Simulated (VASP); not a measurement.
A run of VASP 6.6.1 is set up as follows.

The input INCAR:

```
SYSTEM = Si2Mo
PREC     = Accurate       ! precision mode
ENCUT    = 520            ! plane-wave cutoff, eV
EDIFF    = 1E-6           ! SCF threshold, eV
ISMEAR   = 0              ! smearing method
SIGMA    = 0.1            ! smearing width, eV
LREAL    = .False.        ! projectors in reciprocal space
LASPH    = .True.         ! aspherical terms in the spheres
NELM     = 60             ! most SCF steps
ALGO     = Normal         ! electronic algorithm
ISIF     = 2              ! what is computed and relaxed
LWAVE    = .False.        ! write WAVECAR
LCHARG   = .False.        ! write CHGCAR
LDIPOL   = .True.       
IDIPOL   = 3            
DIPOL    = 0.5 0.5 0.294
GGA      = PE             ! functional
NBANDS   = 18             ! bands
```

KPOINTS

```
Automatic mesh
0
Gamma
  6 6 1
  0 0 0
```

POSCAR

```
Si2Mo
1.0
    4.3630885410     -0.0000002465      0.0000000000
   -2.1815440570      3.7785456387      0.0000000000
    0.0000000000      0.0000000000     23.8000000000
Si Mo
2 1
Direct
    0.6666666667      0.3333333333      0.2941176471
    0.3333333333      0.6666666667      0.2941176471
    0.0000000000      0.0000000000      0.2941176471
```

Potentials or basis: VASP PAW PBE potentials, release 64 (Si, Mo_sv).

The run is started by

```bash
$ cat potpaw_PBE.64/Si/POTCAR potpaw_PBE.64/Mo_sv/POTCAR > POTCAR
$ mpirun -np 1 vasp_std > vasp.out
```

**Question.** Estimate the band gap on the k mesh.

**Answer.** Zero (bands 11 and 12 overlap by 0.12 eV).
